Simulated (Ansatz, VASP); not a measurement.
# Cs: VASP beside Ansatz

The input POSCAR:

```
Cs
1.0
    0.0000000000      3.9483357400      3.9483357400
    3.9483357400      0.0000000000      3.9483357400
    3.9483357400      3.9483357400      0.0000000000
Cs
1
Direct
    0.0000000000      0.0000000000      0.0000000000
```

File INCAR.step1:

```
  PREC = Accurate
  ENCUT = 520
  EDIFF = 1E-5
  ISMEAR = -1
  SIGMA = 0.05
  LREAL = F
  LASPH = T
  NELM = 100
  ALGO = Normal
  ISIF = 2
  LWAVE = T
  NBANDS = 10
  GGA = PE
```

Contents of INCAR.step2:

```
  PREC = Accurate
  ENCUT = 520
  EDIFF = 1E-7
  ISMEAR = -1
  SIGMA = 0.05
  LREAL = F
  LASPH = T
  NELM = 100
  ALGO = Normal
  ISIF = 2
  LWAVE = F
  LCHARG = T
  GGA = PE
  LHFCALC = T
  AEXX = 0.25
  PRECFOCK = Normal
  LELF = T
  LVHAR = T
  NBANDS = 10
  ISTART = 1
```

File KPOINTS:

```
Automatic mesh
0
Gamma
  4 4 4
```

File input.yaml:

```yaml
crystal:
  lattice:
    - [0.0, 3.94833574, 3.94833574]
    - [3.94833574, 0.0, 3.94833574]
    - [3.94833574, 3.94833574, 0.0]
  atoms:
    - { symbol: Cs, position: [0.0, 0.0, 0.0] }
hamiltonian:
  xc: pbe0
  pseudopotentials: { kind: paw }
kpoints:
  mp_grid: { grid: [4, 4, 4] }
scf:
  occupations: { method: fermi_dirac, width: 0.05 }
  n_extra_bands: 6
output:
  forces: true
  stress: true
  eigenvalues: true
  dos: { projected: true, de: 0.05 }
  write_density: true
  write_potential: true
  elf: true
  volumetric_format: npy
```

Alike in both runs: functional PBE0; k mesh 4 × 4 × 4; occupations fermi-dirac, width 0.05 eV; no spin polarisation.

|  | VASP | Ansatz |
| --- | --- | --- |
| version | VASP 6.6.1 | Ansatz 0.2.0 |
| potentials or method | VASP PAW PBE potentials, release 64 (Cs_sv) | Ansatz PAW |
| plane-wave cutoff (eV) | 520 | 420 |
| valence electrons in the cell | 9 | 9 |
| task | single point | projected density of states |

```tsv
	VASP	Ansatz	Ansatz less VASP
gap on the k mesh at the Fermi level (eV)	none	none	-
pressure (GPa)	0.0	0.0	+0.02
```

A gap of «none» marks a metal or a gap that the smearing closes.

Spin-orbit coupling is off throughout.
